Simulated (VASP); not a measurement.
# Pt: relaxation of cell and atoms with revPBE+D4

The system is Pt.

```
Pt
1.0
     0.00000    1.96090    1.96090
     1.96090    0.00000    1.96090
     1.96090    1.96090    0.00000
Pt
1
Direct
  0.00000 0.00000 0.00000
```

```yaml
Program: VASP 6.6.1
Task: relaxation of cell and atoms
Functional: revPBE
Dispersion: D4
Potentials_or_basis: VASP PAW PBE potentials, release 64 (Pt)
Cutoff: 600 eV
k_mesh: 12 × 12 × 12
Occupations: fermi-dirac, width 0.05 eV
Spin: no spin polarisation
Dipole_correction: no
Further_INCAR_settings: ALGO = Normal; EDIFF = 1e-06; IBRION = 2; EDIFFG = -0.01; NSW = 60; ISIF = 3
```

```
Pressure after relaxing    : 0.0 GPa
Band gap on the k mesh     : zero (bands 5 and 6 overlap by 2.24 eV)
Dispersion energy per atom : -1.255 eV
```

Final structure:
```
Pt
1.0
     0.00000    1.96090    1.96090
     1.96090    0.00000    1.96090
     1.96090    1.96090    0.00000
Pt
1
Direct
  0.00000 0.00000 0.00000
```

Levels at points of the mesh, in eV from the Fermi level:
| k point | band 1 | band 2 | band 3 | band 4 | band 5 | band 6 | band 7 | band 8 | band 9 |
| --- | --- | --- | --- | --- | --- | --- | --- | --- | --- |
| (0.00, 0.00, 0.00) | -10.22 | -3.80 | -3.80 | -3.80 | -1.65 | -1.65 | 14.60 | 19.58 | 19.58 |
| (0.50, 0.00, 0.00) | -7.33 | -3.87 | -3.87 | -0.48 | 0.02 | 0.02 | 5.85 | 14.17 | 18.97 |
| (0.50, 0.50, 0.00) | -7.09 | -6.63 | -0.01 | 0.48 | 0.48 | 1.78 | 8.89 | 11.39 | 11.39 |

Run time: 15 s on 1 thread of Intel Xeon 8259CL, on a shared host, peak memory 0.15 GiB.

Caveat: the relaxation stopped at its first step, so nothing moved; the PAW data sets were made with another functional, which shifts forces and pressure a little; spin-orbit coupling is left out, which moves the levels of the heavy elements.
